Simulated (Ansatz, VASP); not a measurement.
HfO2: VASP beside Ansatz

The input POSCAR:

```
HfO2
1.0
    5.2288996059      0.0000000000      0.0000000000
    0.0000000000      5.0179112798      0.0000000000
    0.0000000000      0.0000000000      5.0422344741
Hf O
4 8
Direct
    0.0000000008      0.2499999983      0.2043333333
    0.5000000008      0.2499999983      0.7043333333
    0.5000000008      0.7499999983      0.2043333333
    1.0000000008      0.7499999983      0.7043333333
    0.3009105408      0.0556188183      0.3978207633
    0.1990894608      0.0556188183      0.8978207633
    0.8009105408      0.4443811783      0.5108459033
    0.6990894608      0.4443811783      1.0108459033
    0.1990894608      0.5556188283      1.0108459033
    0.3009105308      0.5556188283      0.5108459033
    0.8009105408      0.9443811783      0.3978207633
    0.6990894608      0.9443811783      0.8978207633
```

INCAR.step1

```
PREC = Accurate
ENCUT = 520
ISMEAR = 0
SIGMA = 0.01
LREAL = False
LASPH = True
NELM = 60
NBANDS = 56
GGA = PE
ALGO = Normal
EDIFF = 1E-4
LWAVE = True
LCHARG = False
```

File INCAR.step2:

```
PREC = Accurate
ENCUT = 520
EDIFF = 1E-7
ISMEAR = 0
SIGMA = 0.01
LREAL = False
LASPH = True
NELM = 60
ALGO = Normal
ISIF = 2
LWAVE = False
LCHARG = False
METAGGA = R2SCAN
LMIXTAU = True
NBANDS = 56
ISTART = 1
```

File KPOINTS:

```
regular mesh
0
Gamma
  6 6 6
```

Input for Ansatz:

```yaml
crystal:
  lattice:
    - [5.2288996059, 0.0, 0.0]
    - [0.0, 5.0179112798, 0.0]
    - [0.0, 0.0, 5.0422344741]
  atoms:
    - { symbol: Hf, position: [8.0e-10, 0.2499999983, 0.2043333333] }
    - { symbol: Hf, position: [0.5000000008, 0.2499999983, 0.7043333333] }
    - { symbol: Hf, position: [0.5000000008, 0.7499999983, 0.2043333333] }
    - { symbol: Hf, position: [1.0000000008, 0.7499999983, 0.7043333333] }
    - { symbol: O, position: [0.3009105408, 0.0556188183, 0.3978207633] }
    - { symbol: O, position: [0.1990894608, 0.0556188183, 0.8978207633] }
    - { symbol: O, position: [0.8009105408, 0.4443811783, 0.5108459033] }
    - { symbol: O, position: [0.6990894608, 0.4443811783, 1.0108459033] }
    - { symbol: O, position: [0.1990894608, 0.5556188283, 1.0108459033] }
    - { symbol: O, position: [0.3009105308, 0.5556188283, 0.5108459033] }
    - { symbol: O, position: [0.8009105408, 0.9443811783, 0.3978207633] }
    - { symbol: O, position: [0.6990894608, 0.9443811783, 0.8978207633] }
basis:
  ecutwfc: 500
  xc_grid: 2
kpoints:
  mp_grid: { grid: [6, 6, 6] }
hamiltonian:
  xc: r2scan
  pseudopotentials: { kind: paw, azcp: { folder: soft_1 } }
scf:
  occupations: { method: fixed }
output:
  forces: true
  stress: true
  eigenvalues: true
  polarization: {}
```

Change from the starting cell: polar distortion scaled by 0.00.

Alike in both runs: task single point; functional r2SCAN; k mesh 6 × 6 × 6; no spin polarisation.

```csv
,VASP,Ansatz
version,VASP 6.6.1,Ansatz 0.2.0
potentials or method,"VASP PAW PBE potentials, release 64 (Hf_pv, O), cutoff 520 eV","scalar-relativistic, plane waves, PAW"
occupations,"gaussian, width 0.01 eV",fixed
valence electrons in the cell,88,152
```

VASP gave:

* gap on the k mesh at the Fermi level (eV): 4.47
* least direct gap on the mesh (eV): 4.68
* pressure (GPa): 3.7
* traceless stress, the component that is largest in VASP (GPa): -8.90
* rms of the force components (eV/Å): 0.079

**Question.** Estimate Ansatz's values.

**Answer.** gap on the k mesh at the Fermi level (eV): 4.51; least direct gap on the mesh (eV): 4.74; pressure (GPa): 7.5; traceless stress, the component that is largest in VASP (GPa): -8.67; rms of the force components (eV/Å): 0.079.

VASP's potentials were made for PBE, not for r2SCAN. Atom by atom the forces differ by 0.019 eV/Å (rms over components). VASP's potentials hold 88 valence electrons a cell and Ansatz's 152, so a difference there can come from the potentials and not from the codes.

Neither program's run includes spin-orbit coupling.
